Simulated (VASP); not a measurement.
Write the native input for VASP 6.6.1 that does the following.

* Task: single point
* Functional: PBEsol
* Potentials or basis: VASP PAW PBE potentials, release 64 (Be)
* Cutoff: 520 eV
* k mesh: 24 × 24 × 24
* Occupations: fermi-dirac, width 0.05 eV
* Spin: no spin polarisation
* Dipole correction: no
* Further INCAR settings: ALGO = Normal; EDIFF = 1e-07; NBANDS = 9

The structure of Be lies in POSCAR:

```
Be
1.0
   -1.6626816877      1.6626816877      0.9060099144
    1.6626816877     -1.6626816877      0.9060099144
    1.6626816877      1.6626816877     -0.9060099144
Be
2
Direct
   -0.3750000000     -0.1250000000     -0.2500000000
    0.3750000000      0.1250000000      0.2500000000
```

These files were run (other wordings do the same):

INCAR

```
PREC = Accurate
ENCUT = 520
EDIFF = 1E-7
ISMEAR = -1
SIGMA = 0.05
LREAL = F
LASPH = T
NELM = 60
ALGO = Normal
ISIF = 2
LWAVE = F
LCHARG = T
GGA = PS
LELF = T
LVHAR = T
NBANDS = 9
```

KPOINTS

```
Automatic mesh
0
Gamma
  24 24 24
```

Potentials or basis: VASP PAW PBE potentials, release 64 (Be).

Launch:

```bash
$ cat potpaw_PBE.64/Be/POTCAR > POTCAR
$ mpirun -np 1 vasp_std > vasp.out
```

It gave:

* Pressure: 141.4 GPa
* Band gap on the k mesh: zero (bands 2 and 3 overlap by 8.62 eV)

Caveat: the cell stands under pressure; the PAW data sets were made with another functional, which shifts forces and pressure a little.

Wall time 2.4 min on 1 thread of Intel Xeon 8259CL, with other jobs on the host, peak memory 0.19 GiB.
